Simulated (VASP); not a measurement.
Crystal: KCl.

```
K Cl
1.0
     0.00000    3.70615    3.02147
     3.70615    0.00000    3.02147
     3.70615    3.70615    0.00000
K Cl
1 1
Cartesian
  0.0000 0.0000 0.0000
  1.8531 1.8531 1.5107
```

This cell differs from its parent crystal: epitaxial xy strain +5.7%.

Base run:

| Property | Result |
| --- | --- |
| Program | VASP 6.6.1 |
| Functional | PBE |
| Potentials or basis | VASP PAW PBE potentials, release 64 (K_sv, Cl) |
| Cutoff | 520 eV |
| k mesh | 6 × 6 × 6 |
| Occupations | fermi-dirac, width 0.02 eV |
| Spin | no spin polarisation |

Its results: band gap on the k mesh 4.74 eV, indirect (least direct gap 4.80 eV); pressure 0.5 GPa.

**Question.** The run is repeated on the same cell with these changes: functional from PBE to r2SCAN; occupations from fermi-dirac, width 0.02 eV to gaussian, width 0.01 eV. What comes out?

**Answer.** Band gap on the k mesh 5.31 eV, indirect (least direct gap 5.37 eV); pressure 0.1 GPa.

Caveats: the PAW data sets were made with another functional, which shifts forces and pressure a little (some runs).

A k mesh can miss the band edges.
